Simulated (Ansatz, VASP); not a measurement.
**Two plane-wave programs on YN**

The input INCAR:

```
SYSTEM = YN
ALGO = Normal
EDIFF = 1E-6
ENCUT = 600
GGA = CA
GGA_COMPAT = .False.
ISIF = 2
ISMEAR = -1
LASPH = .True.
LCHARG = .False.
LREAL = .False.
LWAVE = .False.
NBANDS = 15
NELM = 120
PREC = Accurate
SIGMA = 0.15
```

The input KPOINTS:

```
k-points
0
Gamma
  16 16 16
  0 0 0
```

The input POSCAR:

```
YN
1.0
    0.0000000000      2.4105000000      2.4105000000
    2.4105000000      0.0000000000      2.4105000000
    2.4105000000      2.4105000000      0.0000000000
Y N
1 1
Direct
    0.0000000000      0.0000000000      0.0000000000
    0.5000000000      0.5000000000      0.5000000000
```

Input for Ansatz:

```yaml
crystal:
  lattice:
    - [0.0, 2.4105, 2.4105]
    - [2.4105, 0.0, 2.4105]
    - [2.4105, 2.4105, 0.0]
  atoms:
    - { symbol: "Y", position: [0.0, 0.0, 0.0] }
    - { symbol: "N", position: [0.5, 0.5, 0.5] }
basis:
  ecutwfc: 420
kpoints:
  mp_grid: { grid: [16, 16, 16] }
hamiltonian:
  xc: lda
scf:
  occupations: { method: fermi_dirac, width: 0.15 }
output:
  forces: true
  stress: true
  eigenvalues: true
```

Alike in both runs: task single point; functional LDA; k mesh 16 × 16 × 16; occupations fermi-dirac, width 0.15 eV; no spin polarisation.

```csv
,VASP,Ansatz
version,VASP 6.6.1,Ansatz 0.2.0
potentials or method,"VASP PAW LDA potentials, release 64 (Y_sv, N), cutoff 600 eV","scalar-relativistic, plane waves, PAW"
valence electrons in the cell,16,16
```

```tsv
	VASP	Ansatz	Ansatz less VASP
gap on the k mesh at the Fermi level (eV)	none	none	-
pressure (GPa)	0.0	-0.2	-0.14
```

LDA's correlation is that of Perdew and Zunger in VASP and of Perdew and Wang (1992) in Ansatz. A gap of «none» marks a metal or a gap that the smearing closes.
